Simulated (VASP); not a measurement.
# SnO (C2/m) in VASP: a series of runs

SnO is run at these levels: PBEsol; tasks: single point.

Everything below comes from runs of VASP 6.6.1. Logs are shortened: lines on timing, memory, paths and dates and some standing lists are left out, and cuts for length are marked.

**1. The cell of the first run**

Symmetry: C2/m, No. 12, monoclinic system. Conventional cell: a = 5.431 Å, b = 5.323 Å, c = 4.836 Å, α = 90.00°, β = 91.61°, γ = 90.00°. Sn (site symmetry m) has 4 O at 2.20 to 2.24 Å within 2.9 Å. O (site symmetry 2) has 4 Sn at 2.20 to 2.24 Å and 4 O at 2.66 to 2.72 Å within 2.9 Å.

**2. Single point, PBEsol (equal xy, yz and zx shear strains of +2 %)**

Input file INCAR:

```
PREC = Accurate
ENCUT = 520
EDIFF = 1E-7
ISMEAR = -1
SIGMA = 0.01
LREAL = F
LASPH = T
NELM = 100
ALGO = Normal
ISIF = 2
LWAVE = F
LCHARG = F
GGA = PS
NBANDS = 28
```

Input file KPOINTS:

```
regular mesh
0
Gamma
  8 8 6
```

Input file POSCAR:

```
SnO
1.0
    3.8020000000      0.0380200000      0.0380200000
    0.0380200000      3.8020000000      0.0380200000
    0.0483600000      0.0483600000      4.8360000000
Sn O
2 2
Direct
    0.0000000000      0.5000000000      0.2385000000
    0.5000000000      0.0000000000      0.7615000000
    0.0000000000      0.0000000000      0.0000000000
    0.5000000000      0.5000000000      0.0000000000
```

Potentials or basis: VASP PAW PBE potentials, release 64 (Sn_d, O).

Launch:

```
> cat potpaw_PBE.64/Sn_d/POTCAR potpaw_PBE.64/O/POTCAR > POTCAR
> mpirun -np 1 vasp_std > vasp.out
```

OUTCAR:

```text
PREC = Accurate
   ENCUT = 520
   EDIFF = 1E-7
   ISMEAR = -1
   LREAL = F
   LASPH = T
   NELM = 100
   ISIF = 2
   GGA = PS

 ion  position               nearest neighbor table
   1  0.000  0.500  0.239-   3 2.20   4 2.20   3 2.24   4 2.24   2 3.51   2 3.52   2 3.52   2 3.61
                             2 3.66   2 3.67   2 3.67
   2  0.500  0.000  0.761-   4 2.20   3 2.20   3 2.24   4 2.24   1 3.51   1 3.52   1 3.52   1 3.61
                             1 3.66   1 3.67   1 3.67
   3  0.000  0.000  0.000-   2 2.20   1 2.20   1 2.24   2 2.24
   4  0.500  0.500  0.000-   2 2.20   1 2.20   2 2.24   1 2.24

  LATTYP: Found a base centered monoclinic cell.
 ALAT       =     5.4311406981
 B/A-ratio  =     0.9801019455
 C/A-ratio  =     0.8905097188
 COS(beta)  =    -0.0281386778

  Lattice vectors:

 A1 = (  -3.8020000000,  -0.0380200000,  -0.0380200000)
 A2 = (  -0.0380200000,  -3.8020000000,  -0.0380200000)
 A3 = (   0.0483600000,   0.0483600000,   4.8360000000)

Analysis of symmetry for initial positions (statically):
=====================================================================
 Subroutine PRICEL returns:
 Original cell was already a primitive cell.

 Routine SETGRP: Setting up the symmetry group for a
 base centered monoclinic supercell.

 Subroutine GETGRP returns: Found  4 space group operations
 (whereof  2 operations were pure point group operations)
 out of a pool of  4 trial point group operations.

The static configuration has the point symmetry C_2 .
 The point group associated with its full space group is C_2h.

Analysis of symmetry for dynamics (positions and initial velocities):
=====================================================================
 Subroutine PRICEL returns:
 Original cell was already a primitive cell.

 Routine SETGRP: Setting up the symmetry group for a
 base centered monoclinic supercell.

 Subroutine GETGRP returns: Found  4 space group operations
 (whereof  2 operations were pure point group operations)
 out of a pool of  4 trial point group operations.

The dynamic configuration has the point symmetry C_2 .
 The point group associated with its full space group is C_2h.

 Subroutine INISYM returns: Found  4 space group operations
 (whereof  2 operations are pure point group operations),
 and found     1 'primitive' translations

----------------------------------------------------------------------------------------

                                     Primitive cell

  volume of cell :      69.8845

  direct lattice vectors                    reciprocal lattice vectors
     3.802000000  0.038020000  0.038020000     0.263071557 -0.002604669 -0.002604669
     0.038020000  3.802000000  0.038020000    -0.002604669  0.263071557 -0.002604669
     0.048360000  0.048360000  4.836000000    -0.002047757 -0.002047757  0.206823420

  length of vectors
     3.802380181  3.802380181  4.836483576     0.263097344  0.263097344  0.206843694

  position of ions in fractional coordinates (direct lattice)
     1.000000000  0.500000000  0.238500000
     0.500000000  1.000000000  0.761500000
     0.000000000  0.000000000  0.000000000
     0.500000000  0.500000000  0.000000000

  ion indices of the primitive-cell ions
   primitive index   ion index
                 1           1
                 2           2
                 3           3
                 4           4

----------------------------------------------------------------------------------------

 KPOINTS: regular mesh

Automatic generation of k-mesh.
 Grid dimensions read from file:
 generate k-points for:    8    8    6

 Generating k-lattice:

  Cartesian coordinates                     Fractional coordinates (reciprocal lattice)
     0.032883945 -0.000325584 -0.000325584     0.125000000 -0.000000000 -0.000000000
    -0.000325584  0.032883945 -0.000325584    -0.000000000  0.125000000 -0.000000000
    -0.000341293 -0.000341293  0.034470570     0.000000000  0.000000000  0.166666667

  Length of vectors
     0.032887168  0.032887168  0.034473949

  Shift w.r.t. Gamma in fractional coordinates (k-lattice)
     0.000000000  0.000000000  0.000000000

 Subroutine IBZKPT returns following result:
 ===========================================

 Found    114 irreducible k-points:

 Following reciprocal coordinates:
            Coordinates               Weight
  0.000000  0.000000  0.000000      1.000000
  0.125000 -0.000000 -0.000000      4.000000
  0.250000 -0.000000 -0.000000      4.000000
  0.375000  0.000000  0.000000      4.000000
  0.500000 -0.000000 -0.000000      2.000000
  0.125000  0.125000 -0.000000      2.000000
[... 16 lines left out ...]
  0.125000 -0.000000  0.166667      4.000000
  0.250000  0.000000  0.166667      4.000000
 [... further k-points ...]
   k-points           NKPTS =    114   k-points in BZ     NKDIM =    114   number of bands    NBANDS=     28
   number of dos      NEDOS =    301   number of ions     NIONS =      4
   total plane-waves  NPLWV =  28224
   dimension x,y,z NGX =    28 NGY =   28 NGZ =   36
   dimension x,y,z NGXF=    56 NGYF=   56 NGZF=   72
   ions per type =               2   2
   NGX,Y,Z   is equivalent  to a cutoff of  12.24, 12.24, 12.37 a.u.
   NGXF,Y,Z  is equivalent  to a cutoff of  24.48, 24.48, 24.75 a.u.
 SYSTEM =  unknown system
   PREC   = accura    normal or accurate (medium, high low for compatibility)
   ISTART =      0    job   : 0-new  1-cont  2-samecut
   ICHARG =      2    charge: 1-file 2-atom 10-const
   ISPIN  =      1    spin polarized calculation?
   LNONCOLLINEAR =      F non collinear calculations
   LSORBIT =      F    spin-orbit coupling
   LASPH  =      T    aspherical Exc in radial PAW
   ENCUT  =  520.0 eV  38.22 Ry    6.18 a.u.   7.07  7.07  8.99*2*pi/ulx,y,z
   NELM   =    100;   NELMIN=  2; NELMDL= -5     # of ELM steps
   EDIFF  = 0.1E-06   stopping-criterion for ELM
   LREAL  =      F    real-space projection
   EDIFFG = 0.1E-05   stopping-criterion for IOM
   NSW    =      0    number of steps for IOM
   IBRION =     -1    ionic relax: 0-MD 1-quasi-New 2-CG
   NFREE  =      0    steps in history (QN), initial steepest desc. (CG)
   ISIF   =      2    stress and relaxation
   ISYM   =      2    0-nonsym 1-usesym 2-fastsym
   POTIM  = 0.5000    time-step for ionic-motion
   TEBEG  =    0.0;   TEEND  =   0.0 temperature during run
   PSTRESS=    0.0 pullay stress
   NELECT =      40.0000    total number of electrons
   NUPDOWN=      -1.0000    fix difference up-down
   EMIN   =  10.00;   EMAX   =-10.00  energy-range for DOS
   EFERMI =   0.00;   METHOD = LEGACY
   ISMEAR =    -1;   SIGMA  =   0.01  broadening in eV -4-tet -1-fermi 0-gaus
   EFERMI_NEDOS =   21; number of points for ismear=-14 and -15
   IALGO  =     38    algorithm
   IMIX   =      4    mixing-type and parameters
     AMIX     =   0.40;   BMIX     =  1.00
     AMIX_MAG =   1.60;   BMIX_MAG =  1.00
  volume/ion in A,a.u.               =      17.47       117.90
  Fermi-wavevector in a.u.,A,eV,Ry     =   1.359256  2.568621 25.137795  1.847576
  Thomas-Fermi vector in A             =   2.486019
   LORBIT       =      0    0 simple, 1 ext, 2 COOP (PROOUT), +10 PAW based schemes
   GGA     = PS    functional components
   LHFCALC =     F    Hartree Fock is set to
   AEXX    =    0.0000 exact exchange contribution
   IVDW    =     0    specifies the selected vdW correction
   LEPSILON=     F    determine dielectric tensor
   LRPA    =     F    only Hartree local field effects (RPA)
 non-spin polarized calculation
  energy-cutoff  :      520.00
  volume of cell :       69.88
 maximum number of plane-waves:      1900
   NGX = 15   NGY = 15   NGZ = 17

 number of electron      39.9999997 magnetization

 Free energy of the ion-electron system (eV)
  ---------------------------------------------------
  ext. energy  EPLUGINS =         0.00000000
  ---------------------------------------------------
  free energy    TOTEN  =       -24.19503428 eV

  energy without entropy =      -24.19485870  energy(sigma->0) =      -24.19494649

 E-fermi :   7.0632     XC(G=0): -10.4989

 val. band max:        7.0520075602   @ k =   0.0000   0.0000   0.0000
 cond. band min:       7.0827871937   @ k =   0.5000   0.5000  -0.0000
 fundamental gap:      0.0307796334
 Fermi energy:         7.0631757194

 k-point     1 :       0.0000    0.0000    0.0000
  band No.  band energies     occupation
      1     -14.8775      2.00000
      2     -14.4370      2.00000
      3     -14.4246      2.00000
      4     -14.4224      2.00000
      5     -14.3775      2.00000
      6     -14.3736      2.00000
[... 20 lines left out ...]
     27      13.7874      0.00000
     28      14.1471      0.00000

 k-point     2 :       0.1250   -0.0000   -0.0000
  band No.  band energies     occupation
      1     -14.8692      2.00000
      2     -14.4343      2.00000
      3     -14.4288      2.00000
      4     -14.4182      2.00000
      5     -14.3809      2.00000
      6     -14.3747      2.00000
[... 20 lines left out ...]
     27      13.9779      0.00000
     28      15.3481      0.00000

 k-point     3 :       0.2500   -0.0000   -0.0000
  band No.  band energies     occupation
      1     -14.8462      2.00000
      2     -14.5322      2.00000
      3     -14.4201      2.00000
      4     -14.4092      2.00000
      5     -14.3900      2.00000
      6     -14.3821      2.00000
[... 20 lines left out ...]
     27      14.2622      0.00000
     28      17.3573      0.00000

 k-point     4 :       0.3750    0.0000    0.0000
  band No.  band energies     occupation
      1     -14.8084      2.00000
      2     -14.6538      2.00000
      3     -14.4045      2.00000
      4     -14.3977      2.00000
      5     -14.3858      2.00000
      6     -14.3837      2.00000
[... 20 lines left out ...]
     27      14.7023      0.00000
     28      16.7006      0.00000

 k-point     5 :       0.5000   -0.0000   -0.0000
  band No.  band energies     occupation
      1     -14.7590      2.00000
      2     -14.7347      2.00000
      3     -14.3935      2.00000
      4     -14.3906      2.00000
      5     -14.3878      2.00000
      6     -14.3869      2.00000
[... 20 lines left out ...]
     27      15.4498      0.00000
     28      15.4699      0.00000

 k-point     6 :       0.1250    0.1250   -0.0000
  band No.  band energies     occupation
      1     -14.8614      2.00000
      2     -14.4548      2.00000
      3     -14.4379      2.00000
      4     -14.4136      2.00000
      5     -14.4026      2.00000
      6     -14.3753      2.00000
[... 463 lines left out ...]
      5     -14.3598      2.00000
      6     -14.3555      2.00000
[... 20 lines left out ...]
     27      15.1713      0.00000
     28      15.1929      0.00000

 k-point    22 :      -0.0000   -0.0000    0.1667
  band No.  band energies     occupation
      1     -14.8732      2.00000
      2     -14.4321      2.00000
      3     -14.4247      2.00000
      4     -14.4187      2.00000
      5     -14.3743      2.00000
      6     -14.3699      2.00000
[... 20 lines left out ...]
     27      13.7717      0.00000
     28      14.3799      0.00000

 k-point    23 :       0.1250   -0.0000    0.1667
  band No.  band energies     occupation
      1     -14.8662      2.00000
      2     -14.4435      2.00000
      3     -14.4250      2.00000
      4     -14.4150      2.00000
      5     -14.3754      2.00000
      6     -14.3731      2.00000
[... 20 lines left out ...]
     27      14.1210      0.00000
     28      15.3713      0.00000

 k-point    24 :       0.2500    0.0000    0.1667
  band No.  band energies     occupation
      1     -14.8455      2.00000
      2     -14.5435      2.00000
      3     -14.4197      2.00000
      4     -14.4041      2.00000
      5     -14.3912      2.00000
      6     -14.3801      2.00000
[... 20 lines left out ...]
     27      14.5466      0.00000
     28      17.2421      0.00000

 [... further k-points ...]
[... 5 lines left out ...]
  --------------------------------------------------------------------------------------
  -------------------------------------------------------------------------------------
  Total        0.1956562      0.1956562      0.0029086     -0.7103291     -0.4618882     -0.4618873
  in kB        4.4856276      4.4856276      0.0666825    -16.2850496    -10.5892795    -10.5892583
  external PRESSURE =       3.0126459 kB  Pullay stress =       0.0000000 kB

 VOLUME and BASIS-vectors are now :
 -----------------------------------------------------------------------------
  energy-cutoff  :      520.00
  volume of cell :       69.88
      direct lattice vectors                 reciprocal lattice vectors
     3.802000000  0.038020000  0.038020000     0.263071557 -0.002604669 -0.002604669
     0.038020000  3.802000000  0.038020000    -0.002604669  0.263071557 -0.002604669
     0.048360000  0.048360000  4.836000000    -0.002047757 -0.002047757  0.206823420

 POSITION                                       TOTAL-FORCE (eV/Angst)
 -----------------------------------------------------------------------------------
      0.03054      1.91253      1.17240        -0.116022     -0.116022      0.162130
      1.93783      0.05584      3.70162         0.116022      0.116022     -0.162130
      0.00000      0.00000      0.00000        -0.074738      0.074738     -0.000000
      1.92001      1.92001      0.03802         0.074738     -0.074738      0.000000
 -----------------------------------------------------------------------------------
    total drift:                                0.000000      0.000000      0.000000

  FREE ENERGIE OF THE ION-ELECTRON SYSTEM (eV)
  ---------------------------------------------------
  free  energy   TOTEN  =       -24.1950342804 eV

  energy  without entropy=      -24.1948586973  energy(sigma->0) =      -24.19494649
```

It took 5.7 min on 1 thread of AMD EPYC 7R13, shared host; peak memory 0.27 GiB.

Results:

* Free energy: -24.1950 eV
* Pressure: 0.3 GPa
* Largest force: 0.231 eV/Å
* Band gap on the k mesh: zero (filled and empty bands overlap)

Forces in eV/Å, atoms in the order of the input:
```
Sn  -0.116 -0.116  0.162
Sn   0.116  0.116 -0.162
O   -0.075  0.075  0.000
O    0.075 -0.075  0.000
```

Levels at points of the mesh, in eV from the Fermi level:
```
           k point  band 18  band 19  band 20  band 21  band 22  band 23
(0.00, 0.00, 0.00)    -3.34    -3.07    -0.01     2.03     4.26     4.59
(0.50, 0.00, 0.00)    -4.88    -2.80    -2.71     3.04     3.24     5.75
(0.50, 0.50, 0.00)    -2.44    -1.95    -1.87    -0.01     0.02     4.27
(0.00, 0.00, 0.50)    -3.14    -3.09    -2.26     1.56     2.83     2.98
(0.50, 0.00, 0.50)    -4.84    -1.84    -1.68     2.42     2.63     5.33
(0.50, 0.50, 0.50)    -2.62    -2.60    -2.44     2.27     2.31     3.93
```

Caveat: the cell differs from its parent crystal (equal xy, yz and zx shear strains of +2 %); the PAW data sets were made with another functional, which shifts forces and pressure a little; spin-orbit coupling is left out, which moves the levels of the heavy elements.

**3. Single point, PBEsol (equal xy, yz and zx shear strains of -1 %)**

Input file INCAR:

```
ALGO = Normal
EDIFF = 1E-7
ENCUT = 520
GGA = PS
ISIF = 2
ISMEAR = -1
LASPH = T
LCHARG = F
LREAL = F
LWAVE = F
NBANDS = 28
NELM = 80
PREC = Accurate
SIGMA = 0.01
```

Input file KPOINTS:

```
k-points
0
Gamma
  8 8 6
```

Input file POSCAR:

```
SnO
1.0
    3.8020000000     -0.0190100000     -0.0190100000
   -0.0190100000      3.8020000000     -0.0190100000
   -0.0241800000     -0.0241800000      4.8360000000
Sn O
2 2
Direct
    0.0000000000      0.5000000000      0.2385000000
    0.5000000000      0.0000000000      0.7615000000
    0.0000000000      0.0000000000      0.0000000000
    0.5000000000      0.5000000000      0.0000000000
```

Potentials or basis: VASP PAW PBE potentials, release 64 (Sn_d, O).

Launch:

```
> cat potpaw_PBE.64/Sn_d/POTCAR potpaw_PBE.64/O/POTCAR > POTCAR
> mpirun -np 1 vasp_std > vasp.out
```

Wall time 5.4 min (1 thread of AMD EPYC 7R13, shared host); peak memory 0.27 GiB.

Results (log left out):

* Free energy: -24.2073 eV
* Pressure: 0.2 GPa
* Largest force: 0.174 eV/Å
* Band gap on the k mesh: zero (filled and empty bands touch)

Forces on the atoms (eV/Å):
```
Sn   0.060  0.060  0.153
Sn  -0.060 -0.060 -0.153
O    0.037 -0.037  0.000
O   -0.037  0.037  0.000
```

Stress tensor (GPa, compression positive):
```
 0.35  0.83  0.54
 0.83  0.35  0.54
 0.54  0.54 -0.07
```

Levels at points of the mesh, in eV from the Fermi level:
| k point | band 17 | band 18 | band 19 | band 20 | band 21 | band 22 | band 23 | band 24 |
| --- | --- | --- | --- | --- | --- | --- | --- | --- |
| (0.00, 0.00, 0.00) | -3.52 | -3.27 | -3.13 | -0.01 | 2.03 | 4.27 | 4.61 | 4.68 |
| (0.50, 0.00, 0.00) | -4.92 | -4.89 | -2.78 | -2.73 | 3.09 | 3.19 | 5.81 | 5.92 |
| (0.50, 0.50, 0.00) | -2.58 | -2.48 | -1.93 | -1.87 | -0.01 | 0.01 | 4.31 | 4.39 |
| (0.00, 0.00, 0.50) | -3.29 | -3.15 | -3.14 | -2.25 | 1.58 | 2.86 | 2.93 | 3.63 |
| (0.50, 0.00, 0.50) | -4.88 | -4.85 | -1.80 | -1.72 | 2.48 | 2.58 | 5.37 | 5.38 |
| (0.50, 0.50, 0.50) | -2.78 | -2.66 | -2.58 | -2.49 | 2.29 | 2.30 | 3.95 | 3.99 |

Caveat: the cell differs from its parent crystal (equal xy, yz and zx shear strains of -1 %); the PAW data sets were made with another functional, which shifts forces and pressure a little; spin-orbit coupling is left out, which moves the levels of the heavy elements.
